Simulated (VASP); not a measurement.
A run of VASP 6.6.1 is set up as follows.

INCAR

```
PREC     = Accurate       # precision mode
ENCUT    = 520            # plane-wave cutoff, eV
EDIFF    = 1E-6           # SCF threshold, eV
ISMEAR   = 0              # smearing method
SIGMA    = 0.1            # smearing width, eV
LREAL    = Auto         
LASPH    = True           # aspherical terms in the spheres
NELM     = 80             # most SCF steps
ALGO     = Normal         # electronic algorithm
ISIF     = 2              # what is computed and relaxed
LWAVE    = False          # write WAVECAR
LCHARG   = True           # write CHGCAR
LDIPOL   = True         
IDIPOL   = 3            
DIPOL    = 0.5 0.5 0.292
GGA      = PE             # functional
LELF     = True           # ELF
LVHAR    = True         
LVACPOTAV= True         
NBANDS   = 40             # bands
```

Contents of KPOINTS:

```
Automatic mesh
0
Gamma
  5 4 1
```

File POSCAR:

```
Al8H
1.0
    5.7143028096      0.0000000000      0.0000000000
    0.0000000000      8.0812445328      0.0000000000
    0.0000000000      0.0000000000     22.2437981863
Al H
16 2
Direct
    0.2500000000      0.2500000000      0.1798254042
    0.2500000000      0.7500000000      0.1798254042
    0.7500000000      0.2500000000      0.1798254042
    0.7500000000      0.7500000000      0.1798254042
    0.0000000000      0.0000000000      0.2440489550
    0.0000000000      0.5000000000      0.2440489550
    0.5000000000      0.0000000000      0.2440489550
    0.5000000000      0.5000000000      0.2440489550
    0.2500000000      0.2500000000      0.3102692916
    0.2500000000      0.7500000000      0.3102692916
    0.7500000000      0.2500000000      0.3102692916
    0.7500000000      0.7500000000      0.3102692916
    0.0000000000      0.0000000000      0.3706110853
    0.0000000000      0.5000000000      0.3706110853
    0.5000000000      0.0000000000      0.3706110853
    0.5000000000      0.5000000000      0.3706110853
    0.7500000000     -0.1639598944      0.4196135079
    0.7500000000      0.1639598944      0.4196135079
```

Potentials or basis: VASP PAW PBE potentials, release 64 (Al, H).

Command:

```sh
$ cat potpaw_PBE.64/Al/POTCAR potpaw_PBE.64/H/POTCAR > POTCAR
$ mpirun -np 1 vasp_std > vasp.out
```

(1) Predict the band gap on the k mesh.

(2) Estimate the largest force.

## Answers

(1) zero (bands 25 and 26 overlap by 0.43 eV).

(2) 1.261 eV/Å.
